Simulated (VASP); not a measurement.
# Si (P3m1) in VASP: further runs

Runs on Si. Level: LDA. Tasks: single point.

All numbers are computed with VASP 6.6.1; they aren't measurements. Logs are shortened: lines on timing, memory, paths and dates and some standing lists are left out, and cuts for length are marked.

### Step 1. The cell of the first run

The structure is trigonal, space group P3m1 (No. 156). The conventional cell has a = 3.831 Å, b = 3.831 Å, c = 6.333 Å, α = 90.00°, β = 90.00°, γ = 120.00°. Within 2.9 Å of Si (site symmetry 3m) lie 3 Si at 2.22 Å. Within 3.1 Å of Si (site symmetry 3m) lie 4 Si at 2.35 to 2.37 Å. Si (site symmetry 3m) has 4 Si at 2.35 to 2.97 Å within 3.1 Å. Si (site symmetry 3m) has 4 Si at 2.22 to 2.37 Å within 2.9 Å.

### Step 2. Single point, LDA (atom 1 (Si) moved by (+0.000, -0.600) A along y and z)

The input, INCAR:

```
PREC     = Accurate       # precision mode
ENCUT    = 520            # plane-wave cutoff, eV
EDIFF    = 1E-6           # SCF threshold, eV
ISMEAR   = 0              # smearing method
SIGMA    = 0.03           # smearing width, eV
LREAL    = F              # projectors in reciprocal space
LASPH    = T              # aspherical terms in the spheres
NELM     = 80             # most SCF steps
ALGO     = Normal         # electronic algorithm
ISIF     = 2              # what is computed and relaxed
LWAVE    = F              # write WAVECAR
LCHARG   = F              # write CHGCAR
GGA      = CA             # functional
NBANDS   = 16             # bands
```

The input, KPOINTS:

```
regular mesh
0
Gamma
  12 12 6
```

The input, POSCAR:

```
Si
1.0
    3.8313174605      0.0000000000      0.0000000000
   -1.9156587303      3.3180182508      0.0000000000
    0.0000000000      0.0000000000      6.3326220002
Si
4
Direct
    0.3333333333      0.6666666667     -0.0317379837
    0.6666666667      0.3333333333      0.5630095000
    0.3333333333      0.6666666667      0.4369905000
    0.6666666667      0.3333333333      0.9369905000
```

Potentials or basis: VASP PAW LDA potentials, release 64 (Si).

The run is started by

```console
$ cat potpaw_LDA.64/Si/POTCAR > POTCAR
$ mpirun -np 1 vasp_std > vasp.out
```

OUTCAR:

```text
PREC = Accurate
   ENCUT = 520
   EDIFF = 1E-6
   ISMEAR = 0
   LREAL = F
   LASPH = T
   NELM = 80
   ISIF = 2
   GGA = CA

 ion  position               nearest neighbor table
   1  0.333  0.667  0.968-   4 2.22   4 2.22   4 2.22   3 2.97
   2  0.667  0.333  0.563-   3 2.35   3 2.35   3 2.35   4 2.37
   3  0.333  0.667  0.437-   2 2.35   2 2.35   2 2.35   1 2.97
   4  0.667  0.333  0.937-   1 2.22   1 2.22   1 2.22   2 2.37

  LATTYP: Found a hexagonal cell.
 ALAT       =     3.8313174605
 C/A-ratio  =     1.6528575524

  Lattice vectors:

 A1 = (   3.8313174605,   0.0000000000,   0.0000000000)
 A2 = (  -1.9156587303,   3.3180182508,   0.0000000000)
 A3 = (   0.0000000000,   0.0000000000,   6.3326220002)

Analysis of symmetry for initial positions (statically):
=====================================================================
 Subroutine PRICEL returns:
 Original cell was already a primitive cell.

 Routine SETGRP: Setting up the symmetry group for a
 hexagonal supercell.

 Subroutine GETGRP returns: Found  6 space group operations
 (whereof  6 operations were pure point group operations)
 out of a pool of 24 trial point group operations.

The static configuration has the point symmetry C_3v.

Analysis of symmetry for dynamics (positions and initial velocities):
=====================================================================
 Subroutine PRICEL returns:
 Original cell was already a primitive cell.

 Routine SETGRP: Setting up the symmetry group for a
 hexagonal supercell.

 Subroutine GETGRP returns: Found  6 space group operations
 (whereof  6 operations were pure point group operations)
 out of a pool of 24 trial point group operations.

The dynamic configuration has the point symmetry C_3v.

 Subroutine INISYM returns: Found  6 space group operations
 (whereof  6 operations are pure point group operations),
 and found     1 'primitive' translations

----------------------------------------------------------------------------------------

                                     Primitive cell

  volume of cell :      80.5027

  direct lattice vectors                    reciprocal lattice vectors
     3.831317461  0.000000000  0.000000000     0.261006823  0.150692360  0.000000000
    -1.915658730  3.318018251  0.000000000     0.000000000  0.301384720  0.000000000
     0.000000000  0.000000000  6.332622000     0.000000000  0.000000000  0.157912473

  length of vectors
     3.831317461  3.831317461  6.332622000     0.301384720  0.301384720  0.157912473

  position of ions in fractional coordinates (direct lattice)
     0.333333333  0.666666667  0.968262016
     0.666666667  0.333333333  0.563009500
     0.333333333  0.666666667  0.436990500
     0.666666667  0.333333333  0.936990500

  ion indices of the primitive-cell ions
   primitive index   ion index
                 1           1
                 2           2
                 3           3
                 4           4

----------------------------------------------------------------------------------------

 KPOINTS: regular mesh

Automatic generation of k-mesh.
 Grid dimensions read from file:
 generate k-points for:   12   12    6

 Generating k-lattice:

  Cartesian coordinates                     Fractional coordinates (reciprocal lattice)
     0.021750569  0.012557697  0.000000000     0.083333333  0.000000000  0.000000000
     0.000000000  0.025115393  0.000000000     0.000000000  0.083333333  0.000000000
     0.000000000  0.000000000  0.026318745     0.000000000  0.000000000  0.166666667

  Length of vectors
     0.025115393  0.025115393  0.026318745

  Shift w.r.t. Gamma in fractional coordinates (k-lattice)
     0.000000000  0.000000000  0.000000000

 Subroutine IBZKPT returns following result:
 ===========================================

 Found    100 irreducible k-points:

 Following reciprocal coordinates:
            Coordinates               Weight
  0.000000  0.000000  0.000000      1.000000
  0.083333  0.000000  0.000000      6.000000
  0.166667  0.000000  0.000000      6.000000
  0.250000  0.000000  0.000000      6.000000
  0.333333  0.000000  0.000000      6.000000
  0.416667  0.000000  0.000000      6.000000
[... 16 lines left out ...]
  0.166667  0.000000  0.166667      6.000000
  0.000000  0.166667  0.166667      6.000000
 [... further k-points ...]
   k-points           NKPTS =    100   k-points in BZ     NKDIM =    100   number of bands    NBANDS=     16
   number of dos      NEDOS =    301   number of ions     NIONS =      4
   total plane-waves  NPLWV =  37632
   dimension x,y,z NGX =    28 NGY =   28 NGZ =   48
   dimension x,y,z NGXF=    56 NGYF=   56 NGZF=   96
   ions per type =               4
   NGX,Y,Z   is equivalent  to a cutoff of  12.15, 12.15, 12.60 a.u.
   NGXF,Y,Z  is equivalent  to a cutoff of  24.30, 24.30, 25.20 a.u.
 SYSTEM =  unknown system
   PREC   = accura    normal or accurate (medium, high low for compatibility)
   ISTART =      0    job   : 0-new  1-cont  2-samecut
   ICHARG =      2    charge: 1-file 2-atom 10-const
   ISPIN  =      1    spin polarized calculation?
   LNONCOLLINEAR =      F non collinear calculations
   LSORBIT =      F    spin-orbit coupling
   LASPH  =      T    aspherical Exc in radial PAW
   ENCUT  =  520.0 eV  38.22 Ry    6.18 a.u.   7.12  7.12 11.77*2*pi/ulx,y,z
   NELM   =     80;   NELMIN=  2; NELMDL= -5     # of ELM steps
   EDIFF  = 0.1E-05   stopping-criterion for ELM
   LREAL  =      F    real-space projection
   EDIFFG = 0.1E-04   stopping-criterion for IOM
   NSW    =      0    number of steps for IOM
   IBRION =     -1    ionic relax: 0-MD 1-quasi-New 2-CG
   NFREE  =      0    steps in history (QN), initial steepest desc. (CG)
   ISIF   =      2    stress and relaxation
   ISYM   =      2    0-nonsym 1-usesym 2-fastsym
   POTIM  = 0.5000    time-step for ionic-motion
   TEBEG  =    0.0;   TEEND  =   0.0 temperature during run
   PSTRESS=    0.0 pullay stress
   NELECT =      16.0000    total number of electrons
   NUPDOWN=      -1.0000    fix difference up-down
   EMIN   =  10.00;   EMAX   =-10.00  energy-range for DOS
   EFERMI =   0.00;   METHOD = LEGACY
   ISMEAR =     0;   SIGMA  =   0.03  broadening in eV -4-tet -1-fermi 0-gaus
   EFERMI_NEDOS =   21; number of points for ismear=-14 and -15
   IALGO  =     38    algorithm
   IMIX   =      4    mixing-type and parameters
     AMIX     =   0.40;   BMIX     =  1.00
     AMIX_MAG =   1.60;   BMIX_MAG =  1.00
  volume/ion in A,a.u.               =      20.13       135.81
  Fermi-wavevector in a.u.,A,eV,Ry     =   0.955384  1.805414 12.418837  0.912759
  Thomas-Fermi vector in A             =   2.084217
   LORBIT       =      0    0 simple, 1 ext, 2 COOP (PROOUT), +10 PAW based schemes
   GGA     = CA    functional components
   LHFCALC =     F    Hartree Fock is set to
   AEXX    =    0.0000 exact exchange contribution
   IVDW    =     0    specifies the selected vdW correction
   LEPSILON=     F    determine dielectric tensor
   LRPA    =     F    only Hartree local field effects (RPA)
 non-spin polarized calculation
 Gauss-broadening in eV      SIGMA  =   0.03
  energy-cutoff  :      520.00
  volume of cell :       80.50
 maximum number of plane-waves:      2208
   NGX = 15   NGY = 15   NGZ = 23

 number of electron      15.9999999 magnetization

 Free energy of the ion-electron system (eV)
  ---------------------------------------------------
  ext. energy  EPLUGINS =         0.00000000
  ---------------------------------------------------
  free energy    TOTEN  =       -22.47810372 eV

  energy without entropy =      -22.47777683  energy(sigma->0) =      -22.47794028

 E-fermi :   5.8809     XC(G=0):  -9.5794

 val. band max:        5.8618509165   @ k =   0.0000   0.0000   0.0000
 cond. band min:       5.9127708190   @ k =   0.4167   0.0000   0.5000
 fundamental gap:      0.0509199025
 Fermi energy:         5.8808975147

 k-point     1 :       0.0000    0.0000    0.0000
  band No.  band energies     occupation
      1      -6.6575      2.00000
      2      -4.1623      2.00000
      3      -0.4296      2.00000
      4       3.6324      2.00000
      5       3.6324      2.00000
      6       5.7220      2.00000
[... 8 lines left out ...]
     15       9.7767      0.00000
     16      12.1822      0.00000

 k-point     2 :       0.0833    0.0000    0.0000
  band No.  band energies     occupation
      1      -6.5755      2.00000
      2      -4.0802      2.00000
      3      -0.3721      2.00000
      4       2.9322      2.00000
      5       3.4798      2.00000
      6       5.0669      2.00000
[... 8 lines left out ...]
     15      10.0447      0.00000
     16      11.2966      0.00000

 k-point     3 :       0.1667    0.0000    0.0000
  band No.  band energies     occupation
      1      -6.3313      2.00000
      2      -3.8357      2.00000
      3      -0.2382      2.00000
      4       1.7358      2.00000
      5       3.1327      2.00000
      6       3.8755      2.00000
[... 8 lines left out ...]
     15      10.6174      0.00000
     16      11.4533      0.00000

 k-point     4 :       0.2500    0.0000    0.0000
  band No.  band energies     occupation
      1      -5.9321      2.00000
      2      -3.4354      2.00000
      3      -0.3555      2.00000
      4       0.8779      2.00000
      5       2.6078      2.00000
      6       2.7584      2.00000
[... 8 lines left out ...]
     15      10.9788      0.00000
     16      12.3570      0.00000
[... 324 lines left out ...]
 k-point    22 :       0.0000    0.0833    0.1667
  band No.  band energies     occupation
      1      -6.5249      2.00000
      2      -4.2683      2.00000
      3       0.0066      2.00000
      4       2.9665      2.00000
      5       3.5059      2.00000
      6       4.9160      2.00000
[... 8 lines left out ...]
     15      10.1468      0.00000
     16      11.8043      0.00000

 k-point    23 :       0.1667    0.0000    0.1667
  band No.  band energies     occupation
      1      -6.2810      2.00000
      2      -4.0242      2.00000
      3       0.1184      2.00000
      4       1.7925      2.00000
      5       3.1609      2.00000
      6       3.7248      2.00000
[... 8 lines left out ...]
     15      10.9241      0.00000
     16      11.6279      0.00000

 k-point    24 :       0.0000    0.1667    0.1667
  band No.  band energies     occupation
      1      -6.2810      2.00000
      2      -4.0242      2.00000
      3       0.1179      2.00000
      4       1.7961      2.00000
      5       3.1605      2.00000
      6       3.7160      2.00000
[... 8 lines left out ...]
     15      11.1638      0.00000
     16      11.5292      0.00000

 [... further k-points ...]

------------------------ aborting loop because EDIFF is reached ----------------------------------------

  FORCE on cell =-STRESS in cart. coord.  units (eV):
  Direction    XX          YY          ZZ          XY          YZ          ZX
  --------------------------------------------------------------------------------------
  -------------------------------------------------------------------------------------
  Total        1.9530053      1.9530053     -2.0713836     -0.0000000      0.0000000      0.0000000
  in kB       38.8690143     38.8690143    -41.2249980     -0.0000000      0.0000000      0.0000000
  external PRESSURE =      12.1710102 kB  Pullay stress =       0.0000000 kB

 VOLUME and BASIS-vectors are now :
 -----------------------------------------------------------------------------
  energy-cutoff  :      520.00
  volume of cell :       80.50
      direct lattice vectors                 reciprocal lattice vectors
     3.831317461  0.000000000  0.000000000     0.261006823  0.150692360  0.000000000
    -1.915658730  3.318018251  0.000000000     0.000000000  0.301384720  0.000000000
     0.000000000  0.000000000  6.332622000     0.000000000  0.000000000  0.157912473

 POSITION                                       TOTAL-FORCE (eV/Angst)
 -----------------------------------------------------------------------------------
     -0.00000      2.21201      6.13164         0.000000     -0.000000      2.663387
      1.91566      1.10601      3.56533         0.000000     -0.000000     -0.910086
     -0.00000      2.21201      2.76730        -0.000000     -0.000000     -1.041470
      1.91566      1.10601      5.93361         0.000000      0.000000     -0.711831
 -----------------------------------------------------------------------------------
    total drift:                               -0.000000      0.000000      0.000059

  FREE ENERGIE OF THE ION-ELECTRON SYSTEM (eV)
  ---------------------------------------------------
  free  energy   TOTEN  =       -22.4781037212 eV

  energy  without entropy=      -22.4777768325  energy(sigma->0) =      -22.47794028
```

Run time: 52 s. Hardware: 1 thread of Intel Xeon Platinum 8559C (Emerald Rapids), shared host; peak memory 0.21 GiB.

Results:

- Free energy: -22.4781 eV
- Pressure: 1.2 GPa
- Largest force: 2.663 eV/Å
- Band gap on the k mesh: zero (band 8 reaches 6.48 eV, above the bottom of band 9 at 5.63 eV)

Forces on the atoms (eV/Å):
```
Si   0.000  0.000  2.663
Si   0.000  0.000 -0.910
Si   0.000  0.000 -1.041
Si   0.000  0.000 -0.712
```

Stress tensor (GPa, compression positive):
```
 3.89  0.00  0.00
 0.00  3.89  0.00
 0.00  0.00 -4.12
```

Levels at points of the mesh, in eV from the Fermi level:
```csv
k point,band 5,band 6,band 7,band 8,band 9,band 10,band 11,band 12
"(0.00, 0.00, 0.00)",-2.25,-0.16,-0.16,-0.02,1.32,1.87,1.87,2.21
"(0.50, 0.00, 0.00)",-4.01,-3.69,-2.27,-1.59,-0.25,2.17,3.56,3.94
"(0.00, 0.00, 0.50)",-2.14,-2.14,-0.45,-0.45,0.42,2.13,2.13,2.19
"(0.50, 0.00, 0.50)",-3.55,-2.34,-1.94,-0.92,0.04,0.40,1.50,1.98
```

Caveat: the cell differs from its parent crystal (atom 1 (Si) moved by (+0.000, -0.600) A along y and z); forces of over 1 eV/Å act on the atoms, so gaps and moduli don't describe the material at rest.

(Part 1 of 2 ends here.)
